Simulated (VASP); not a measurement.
Here is a VASP 6.6.1 calculation.

File INCAR:

```
SYSTEM = TaMo4
PREC = Accurate ; ENCUT = 520
EDIFF = 1E-7 ; ISMEAR = 0
SIGMA = 0.1 ; LREAL = .False.
LASPH = .True. ; NELM = 80
ALGO = Fast ; ISIF = 2
LWAVE = .False. ; LCHARG = .False.
GGA = PE ; NBANDS = 42
```

Contents of KPOINTS:

```
regular mesh
0
Gamma
  8 8 8
  0 0 0
```

File POSCAR:

```
TaMo4
1.0
    4.6283452114      0.0000000000      0.0000000000
    0.0000000000      4.6283452114      0.0000000000
    0.0000000000      0.0000000000      4.6283452114
Ta Mo
1 4
Direct
    0.0000000000      0.0000000000      0.0000000000
    0.3093759566      0.3093759566      0.3093759566
    0.6906240434      0.6906240434      0.3093759566
    0.3093759566      0.6906240434      0.6906240434
    0.6906240434      0.3093759566      0.6906240434
```

Potentials or basis: VASP PAW PBE potentials, release 64 (Ta_pv, Mo_sv).

Command:

```sh
$ cat potpaw_PBE.64/Ta_pv/POTCAR potpaw_PBE.64/Mo_sv/POTCAR > POTCAR
$ mpirun -np 1 vasp_std > vasp.out
```

(1) What does it give for the pressure?

(2) What does it give for the largest force?

## Answers

(1) 0.4 GPa.

(2) 0.037 eV/Å.
